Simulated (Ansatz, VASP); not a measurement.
**AgCl in VASP and in Ansatz**

```xyz
2
Lattice="3.3653 0.0000 0.0000 0.0000 3.3653 0.0000 0.0000 0.0000 3.4340" Properties=species:S:1:pos:R:3 pbc="T T T"
Ag    0.0000    0.0000    0.0000
Cl    1.6826    1.6826    1.7170
```

Change from the starting cell: equal xx and yy strain of -2 %.

Alike in both runs: task single point; functional PBE; k mesh 9 × 9 × 9; occupations fermi-dirac, width 0.01 eV; no spin polarisation.

|  | VASP | Ansatz |
| --- | --- | --- |
| version | VASP 6.6.1 | Ansatz 0.2.0 |
| potentials or method | VASP PAW PBE potentials, release 64 (Ag, Cl), cutoff 520 eV | all-electron LAPW, scalar-relativistic |

Ansatz gave:

| Property | Result |
| --- | --- |
| gap on the k mesh at the Fermi level (eV) | 0.60 |
| pressure (GPa) | 2.0 |
| traceless stress, the component that is largest in VASP (GPa) | -0.68 |

Problem. Which values does VASP return?

Solution. gap on the k mesh at the Fermi level (eV): 0.60; pressure (GPa): 1.8; traceless stress, the component that is largest in VASP (GPa): -0.68.

Ansatz ran all-electron here, and VASP with PAW potentials.
